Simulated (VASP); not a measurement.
Re:

```
Re
1.0
     2.60290    0.00000    0.00000
    -1.30145    2.25418    0.00000
     0.00000    0.00000    4.16200
Re
2
Cartesian
  0.0000 1.5028 1.0405
  1.3015 0.7514 3.1215
```

Base run:

| Property | Result |
| --- | --- |
| Program | VASP 6.6.1 |
| Functional | r2SCAN |
| Potentials or basis | VASP PAW PBE potentials, release 64 (Re) |
| Cutoff | 520 eV |
| k mesh | 18 × 18 × 10 |
| Occupations | fermi-dirac, width 0.05 eV |
| Spin | no spin polarisation |

Its results: band gap on the k mesh zero (bands 7 and 8 overlap by 4.73 eV); pressure 109.7 GPa.

Question: The run is repeated on the same cell with these changes: functional from r2SCAN to PBE; further incar settings from ALGO = Normal; EDIFF = 1e-08; NBANDS = 14 to ALGO = Normal; EDIFF = 1e-06; NBANDS = 14. What comes out?

Answer: Band gap on the k mesh zero (bands 7 and 8 overlap by 4.62 eV); pressure 116.9 GPa.

Caveats: the cell stands under pressure; spin-orbit coupling is left out, which moves the levels of the heavy elements; the PAW data sets were made with another functional, which shifts forces and pressure a little (at least some runs).
